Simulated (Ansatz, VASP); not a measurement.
# TiSi in VASP and in Ansatz

```xyz
8
Lattice="3.6008 0.0000 0.0000 0.0000 7.5786 0.0000 0.0000 0.0000 4.1429" Properties=species:S:1:pos:R:3 pbc="T T T"
Ti    0.0000    3.7443    0.2103
Ti    1.8004    3.7443    2.2817
Ti    1.8004    0.0450    2.2817
Ti    0.0000    0.0450    0.2103
Si    0.0000    5.6839    2.2817
Si    0.0000    1.8946    2.2817
Si    1.8004    1.8946    0.2103
Si    1.8004    5.6839    0.2103
```

Change from the starting cell: mode 12 (228.4 1/cm) frozen in, largest displacement +0.045 Å.

Alike in both runs: task single point; functional PBEsol; k mesh 12 × 6 × 10; occupations gaussian, width 0.15 eV; no spin polarisation.

|  | VASP | Ansatz |
| --- | --- | --- |
| version | VASP 6.6.1 | Ansatz 0.2.0 |
| potentials or method | VASP PAW PBE potentials, release 64 (Ti_sv, Si), cutoff 520 eV | scalar-relativistic, plane waves, PAW |
| valence electrons in the cell | 64 | 64 |

|  | VASP | Ansatz | Ansatz less VASP |
| --- | --- | --- | --- |
| gap on the k mesh at the Fermi level (eV) | none | none | - |
| pressure (GPa) | 0.3 | 0.2 | -0.04 |
| traceless stress, the component that is largest in VASP (GPa) | -0.12 | -0.18 | -0.065 |
| rms of the force components (eV/Å) | 0.166 | 0.166 | -0.0003 |

VASP's potentials were made for PBE, not for PBEsol. Atom by atom the forces differ by 0.000 eV/Å (rms over components). A gap of «none» marks a metal or a gap that the smearing closes.
